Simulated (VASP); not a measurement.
Crystal: Te.

```xyz
3
Lattice="4.4540 0.0000 0.0000 -2.2270 3.8573 0.0000 0.0000 0.0000 5.9240" Properties=species:S:1:pos:R:3 pbc="T T T"
Te    1.6279    2.8197    0.0000
Te   -0.5991    1.0376    3.9493
Te    1.1981    0.0000    1.9747
```

Base run:

```yaml
Program: VASP 6.6.1
Functional: PBE-based screened hybrid with 25 % exact exchange
Potentials_or_basis: VASP PAW PBE potentials, release 64 (Te)
Cutoff: 520 eV
k_mesh: 4 × 4 × 3
Occupations: fermi-dirac, width 0.05 eV
Spin: no spin polarisation
```

Its results: band gap on the k mesh 0.93 eV (least direct gap 1.14 eV); pressure 0.3 GPa; largest force 0.057 eV/Å.

Task: The run is repeated on the same cell with these changes: screening parameter from 0.6 1/Å to 0.3 1/Å. What comes out?

Result: Band gap on the k mesh 1.13 eV (least direct gap 1.34 eV); pressure -0.4 GPa; largest force 0.248 eV/Å.

Caveats: the PAW data sets were made with another functional, which shifts forces and pressure a little; spin-orbit coupling is left out, which moves the levels of the heavy elements.

A k mesh can miss the band edges.
